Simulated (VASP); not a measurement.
Input of a VASP 6.6.1 run:

INCAR

```
PREC = Accurate
ENCUT = 520
EDIFF = 1E-6
ISMEAR = 0
SIGMA = 0.1
LREAL = False
LASPH = True
NELM = 100
ALGO = Normal
ISIF = 2
LWAVE = False
LCHARG = True
GGA = PE
LELF = True
LVHAR = True
NBANDS = 66
```

File KPOINTS:

```
regular mesh
0
Gamma
  2 6 4
```

Contents of POSCAR:

```
Ge
1.0
    8.4651586552      0.0000000000      0.0000000000
    0.0000000000      3.9826975556      0.0000000000
    0.0000000000      0.0000000000      5.1065238824
Ge
8
Direct
    0.1572598959      0.2500000000      0.5297062983
    0.3427401041      0.7500000000      0.0297062983
    0.6572598959      0.2500000000      0.9702937017
    0.8427401041      0.7500000000      0.4702937017
    0.0628221529      0.7500000000      0.8295463311
    0.4371778471      0.2500000000      0.3295463311
    0.5628221529      0.7500000000      0.6704536689
    0.9371778471      0.2500000000      0.1704536689
```

Potentials or basis: VASP PAW PBE potentials, release 64 (Ge_d).

Command:

```console
$ cat potpaw_PBE.64/Ge_d/POTCAR > POTCAR
$ mpirun -np 1 vasp_std > vasp.out
```

(1) What does it give for the pressure?

(2) What does it give for the band gap on the k mesh?

(3) What does it give for the largest force?

Answers

(1) 0.0 GPa.

(2) zero (bands 56 and 57 overlap by 1.82 eV).

(3) 0.019 eV/Å.

Caveat: the k points lie up to 0.37 Å⁻¹ apart, too coarse for converged energies and pressures of a metal.
